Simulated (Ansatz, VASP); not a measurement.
# Ti in VASP and in Ansatz

The input INCAR:

```
SYSTEM = Ti
PREC = Accurate ; ENCUT = 400
EDIFF = 1E-8 ; ISMEAR = -1
SIGMA = 0.05 ; LREAL = .False.
LASPH = .True. ; NELM = 120
ALGO = Normal ; ISIF = 2
LWAVE = .False. ; LCHARG = .False.
GGA = PE ; LEFG = .True.
NBANDS = 12 ; GGA_COMPAT = .False.
```

KPOINTS

```
regular mesh
0
Gamma
  15 15 15
  0 0 0
```

POSCAR

```
Ti
1.0
    0.0000000000      1.9691000000      2.0300000000
    1.9691000000      0.0000000000      2.0300000000
    1.9691000000      1.9691000000      0.0000000000
Ti
1
Direct
    0.0000000000      0.0000000000      0.0000000000
```

Input for Ansatz:

```yaml
crystal:
  lattice:
    - [0.0, 1.9691, 2.03]
    - [1.9691, 0.0, 2.03]
    - [1.9691, 1.9691, 0.0]
  atoms:
    - { symbol: Ti, position: [0.0, 0.0, 0.0] }
kpoints:
  mp_grid: { grid: [15, 15, 15] }
scf:
  occupations: { method: fermi_dirac, width: 0.05 }
hamiltonian:
  xc: pbe
  pseudopotentials: { kind: all_electron, datasets: crystal }
output:
  forces: true
  stress: true
  eigenvalues: true
  efg: { contact_densities: true }
```

Change from the starting cell: equal xx and yy strain of -3 %, crystal datasets.

Alike in both runs: task electric field gradients; functional PBE; k mesh 15 × 15 × 15; occupations fermi-dirac, width 0.05 eV; no spin polarisation.

```csv
,VASP,Ansatz
version,VASP 6.6.1,Ansatz 0.2.0
potentials or method,"VASP PAW PBE potentials, release 64 (Ti_sv), cutoff 400 eV","all-electron PAW with datasets made for the crystal, scalar-relativistic"
```

```tsv
	VASP	Ansatz	Ansatz less VASP
pressure (GPa)	11.4	12.7	+1.30
traceless stress, the component that is largest in VASP (GPa)	-0.65	-0.63	+0.023
size of Vzz on the site where it differs most (V/Å²)	3.7	3.8	+0.14
```

Ansatz ran all-electron here, and VASP with PAW potentials.
